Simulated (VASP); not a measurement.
Here is a VASP 6.6.1 calculation.

Contents of INCAR:

```
PREC = Accurate ; ENCUT = 520
EDIFF = 1E-7 ; ISMEAR = 0
SIGMA = 0.02 ; LREAL = False
LASPH = True ; NELM = 80
ALGO = Normal ; ISIF = 2
LWAVE = False ; LCHARG = False
GGA = PE ; NBANDS = 14
```

Contents of KPOINTS:

```
Automatic mesh
0
Gamma
  10 10 7
```

File POSCAR:

```
ZrB
1.0
    1.9614334600     -1.9857162700      0.0000000000
    1.9614334600      1.9857162700      0.0000000000
    0.0000000000      0.0000000000      4.0139456300
Zr B
1 1
Direct
    0.0000000000      0.0000000000      0.5000000000
    0.5000000000      0.5000000000      0.5000000000
```

Potentials or basis: VASP PAW PBE potentials, release 64 (Zr_sv, B).

The run is started by

```sh
$ cat potpaw_PBE.64/Zr_sv/POTCAR potpaw_PBE.64/B/POTCAR > POTCAR
$ mpirun -np 1 vasp_std > vasp.out
```

Q: Predict the pressure.

A: 76.5 GPa.

Stress tensor (GPa, compression positive):
```
115.60   0.00   0.00
  0.00 113.07   0.00
  0.00   0.00   0.69
```
